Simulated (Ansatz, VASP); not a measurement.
One calculation of SiGe, two programs

```
Si Ge
1.0
     3.78725    0.00000    0.00000
    -1.89362    3.27985    0.00000
     0.00000    0.00000    6.26007
Si Ge
2 2
Direct
  0.66667 0.33333 0.87426
  0.33333 0.66667 0.37426
  0.66667 0.33333 0.50074
  0.33333 0.66667 0.00074
```

Change from the starting cell: equal strain along all axes, cell held, atoms relaxed: -3.0 %.

Alike in both runs: functional r2SCAN; k mesh 12 × 12 × 4; occupations gaussian, width 0.02 eV; no spin polarisation.

Ansatz relaxed the structure, and its values are those at the end. VASP's run is a single point on that final structure, the one shown.

```csv
,VASP,Ansatz
version,VASP 6.6.1,Ansatz 0.2.0
potentials or method,"VASP PAW PBE potentials, release 64 (Si, Ge_d), cutoff 520 eV","scalar-relativistic, plane waves, PAW"
valence electrons in the cell,36,36
```

|  | VASP | Ansatz | Ansatz less VASP |
| --- | --- | --- | --- |
| gap on the k mesh at the Fermi level (eV) | 0.50 | 0.50 | -0.001 |
| least direct gap on the mesh (eV) | 1.06 | 1.06 | +0.007 |
| pressure (GPa) | 9.4 | 9.4 | +0.04 |

VASP's potentials were made for PBE, not for r2SCAN. Ansatz's warnings: stress scf threshold loose.
